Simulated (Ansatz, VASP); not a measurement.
# NbTe: VASP beside Ansatz

INCAR

```
SYSTEM = NbTe
PREC = Accurate
ENCUT = 520
EDIFF = 1E-6
ISMEAR = -1
SIGMA = 0.1
LREAL = .False.
LASPH = .True.
NELM = 60
ALGO = Normal
ISIF = 2
LWAVE = .False.
LCHARG = .True.
GGA = PS
LELF = .True.
LVHAR = .True.
NBANDS = 16
```

Contents of KPOINTS:

```
regular mesh
0
Gamma
  12 12 12
  0 0 0
```

File POSCAR:

```
NbTe
1.0
    3.1937392914      0.0000000000      0.0000000000
    0.0000000000      3.1937392914      0.0000000000
    0.0000000000      0.0000000000      3.1937392914
Nb Te
1 1
Direct
    0.0000000000      0.0000000000      0.0000000000
    0.5000000000      0.5000000000      0.5000000000
```

Input for Ansatz:

```yaml
crystal:
  lattice:
    - [3.1937392914, 0.0, 0.0]
    - [0.0, 3.1937392914, 0.0]
    - [0.0, 0.0, 3.1937392914]
  atoms:
    - { symbol: Nb, position: [0.0, 0.0, 0.0] }
    - { symbol: Te, position: [0.5, 0.5, 0.5] }
kpoints:
  mp_grid: { grid: [12, 12, 12] }
scf:
  occupations: { method: fermi_dirac, width: 0.1 }
hamiltonian:
  xc: pbesol
  pseudopotentials: { kind: all_electron, lapw: { basis_error: 0.001 } }
output:
  forces: true
  stress: true
  eigenvalues: true
  populations: true
```

Change from the starting cell: volume scaled by 0.84, LAPW.

Alike in both runs: task single point; functional PBEsol; k mesh 12 × 12 × 12; occupations fermi-dirac, width 0.1 eV; no spin polarisation.

|  | VASP | Ansatz |
| --- | --- | --- |
| version | VASP 6.6.1 | Ansatz 0.2.0 |
| potentials or method | VASP PAW PBE potentials, release 64 (Nb_sv, Te), cutoff 520 eV | all-electron LAPW, scalar-relativistic |

```csv
,VASP,Ansatz,Ansatz less VASP
pressure (GPa),38.1,38.2,+0.09
```

VASP's potentials were made for PBE, not for PBEsol. Both programs put the cell under a high pressure, so it lies far from rest at this level. Ansatz ran all-electron here, and VASP with PAW potentials.

Neither program's run includes spin-orbit coupling.
